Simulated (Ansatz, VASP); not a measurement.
## Two plane-wave programs on RbBr

```
Rb Br
1.0
     4.12608    0.00000    0.00000
     0.00000    4.12608    0.00000
     0.00000    0.00000    4.33238
Rb Br
1 1
Direct
  0.00000 0.00000 0.00000
  0.50000 0.50000 0.50000
```

Change from the starting cell: strain +0.000 along x and y, +0.050 along z, atoms carried along.

Alike in both runs: task single point; functional PBEsol; k mesh 6 × 6 × 6; occupations gaussian, width 0.05 eV; no spin polarisation.

```csv
,VASP,Ansatz
version,VASP 6.6.1,Ansatz 0.2.0
potentials or method,"VASP PAW PBE potentials, release 64 (Rb_sv, Br), cutoff 520 eV","scalar-relativistic, plane waves, PAW"
valence electrons in the cell,16,16
```

|  | VASP | Ansatz | Ansatz less VASP |
| --- | --- | --- | --- |
| gap on the k mesh at the Fermi level (eV) | 3.66 | 3.66 | +0.001 |
| least direct gap on the mesh (eV) | 3.81 | 3.81 | 0.000 |
| pressure (GPa) | -1.2 | -1.2 | -0.03 |
| traceless stress, the component that is largest in VASP (GPa) | -0.90 | -0.90 | 0.000 |

VASP's potentials were made for PBE, not for PBEsol.
